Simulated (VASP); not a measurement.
The system is KI2.

```
K I
1.0
     7.37744    0.00000    0.00000
     0.00000    7.37744    0.00000
     0.00000    0.00000    4.75182
K I
2 4
Direct
  0.00000 0.00000 0.00000
  0.50000 0.50000 0.50000
  0.30600 0.30600 0.00000
  0.19400 0.80600 0.50000
  0.69400 0.69400 0.00000
  0.80600 0.19400 0.50000
```

| Property | Result |
| --- | --- |
| Program | VASP 6.6.1 |
| Task | relaxation of cell and atoms |
| Functional | PBE |
| Potentials or basis | VASP PAW PBE potentials, release 64 (K_sv, I) |
| Cutoff | 600 eV |
| k mesh | 4 × 4 × 4 |
| Occupations | gaussian, width 0.1 eV |
| Spin | no spin polarisation |

At the start: pressure 4.2 GPa; volume 43.10 Å³/atom.

**Question.** Where does the relaxation end?

**Answer.** Over 6 steps the energy falls by 162.3 meV/atom and the volume is 59.02 Å³/atom (+36.9 %); space group P4_2/mnm (No. 136, to 0.1 Å) before and after.

The path:
```tsv
step	energy change (eV)	largest force (eV/Å)	pressure (GPa)	volume (Å³)
1	0.0000	0.4025	4.23	258.63
2	-0.7830	0.0886	1.36	303.57
3	-0.9461	0.0014	0.44	332.41
4	-0.8990	0.0627	-0.48	395.32
5	-0.9727	0.0427	-0.07	358.58
6	-0.9741	0.0375	0.00	354.11
```

Final structure:
```
CELL_PARAMETERS angstrom
8.06169 0.00000 0.00000
0.00000 8.06169 0.00000
0.00000 0.00000 5.44855
ATOMIC_POSITIONS crystal
K 0.00000 0.00000 0.00000
K 0.50000 0.50000 0.50000
I 0.30229 0.30229 0.00000
I 0.19771 0.80229 0.50000
I 0.69771 0.69771 0.00000
I 0.80229 0.19771 0.50000
```

Caveat: the volume moved by over 15 % at a fixed basis, so the end points are rough.
